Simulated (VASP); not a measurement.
H4C19: single point with PBEsol

The system is H4C19, a slab with vacuum.

```
C H
1.0
     7.39800    0.00000    0.00000
    -3.69900    6.40686    0.00000
     0.00000    0.00000   12.00000
C H
19 4
Direct
  0.99470 0.00357 0.05265
  0.21679 0.11346 0.05477
  0.00005 0.33884 0.05088
  0.21552 0.44718 0.05618
  0.99479 0.66738 0.05413
  0.22555 0.79310 0.05448
  0.33327 0.00531 0.05329
  0.54963 0.11762 0.05640
  0.32591 0.33358 0.05261
  0.54802 0.44754 0.05650
  0.33384 0.66753 0.05317
  0.54946 0.77906 0.05791
  0.66351 0.00507 0.05123
  0.88844 0.11784 0.05102
  0.65669 0.33228 0.05067
  0.88020 0.44477 0.05251
  0.65841 0.67183 0.05327
  0.88623 0.78375 0.05296
  0.57208 0.55581 0.38948
  0.73023 0.67916 0.41610
  0.49960 0.58512 0.31138
  0.56593 0.41059 0.40042
  0.47007 0.56961 0.44799
```

* Program: VASP 6.6.1
* Task: single point
* Functional: PBEsol
* Potentials or basis: VASP PAW PBE potentials, release 64 (C, H)
* Cutoff: 520 eV
* k mesh: 2 × 2 × 1
* Occupations: fermi-dirac, width 0.05 eV
* Spin: no spin polarisation

| Property | Result |
| --- | --- |
| Largest force | 4.844 eV/Å |
| Band gap on the k mesh | 0.14 eV, direct |

Forces on the atoms (eV/Å):
```
C    1.174 -0.269  0.038
C   -0.080  0.318 -0.383
C   -2.107 -0.905  0.306
C    1.428  0.816 -0.658
C    0.233  1.405 -0.139
C    0.181 -4.836 -0.204
C   -1.845  0.657  0.458
C    2.075 -0.982 -0.880
C    0.109  0.304  0.744
C   -0.080  0.573 -0.834
C   -2.903  0.984  0.696
C    0.109  2.071 -0.900
C   -0.084 -0.096  0.747
C   -1.342 -0.354 -0.061
C    0.573  1.975  0.746
C    0.745  0.758 -0.204
C    2.727 -1.330  0.474
C   -0.911 -1.086  0.056
C   -1.185  1.876 -0.670
H   -0.280  0.006 -0.768
H    1.742 -0.324  0.590
H    0.303 -1.309 -0.369
H   -0.581 -0.254  1.216
```

Levels at points of the mesh, in eV from the valence-band top:
| k point | band 38 | band 39 | band 40 | band 41 | band 42 | band 43 |
| --- | --- | --- | --- | --- | --- | --- |
| (0.00, 0.00, 0.00) | -2.65 | -0.08 | 0.00 | 0.14 | 0.21 | 3.12 |
| (0.50, 0.00, 0.00) | -2.60 | -2.39 | -2.24 | 1.68 | 2.30 | 2.57 |
| (0.00, 0.50, 0.00) | -2.52 | -2.49 | -2.14 | 1.54 | 2.42 | 2.50 |
| (0.50, 0.50, 0.00) | -2.54 | -2.45 | -2.29 | 1.83 | 2.41 | 2.53 |

Run time: 4.4 min on 1 thread of Intel(R) Xeon(R) Platinum 8259CL CPU @ 2.50GHz (Skylake/Cascade Lake), on a shared host, peak memory 0.58 GiB.

Caveat: the k points lie up to 0.49 Å⁻¹ apart; the PAW data sets were made with another functional, which shifts forces and pressure a little.
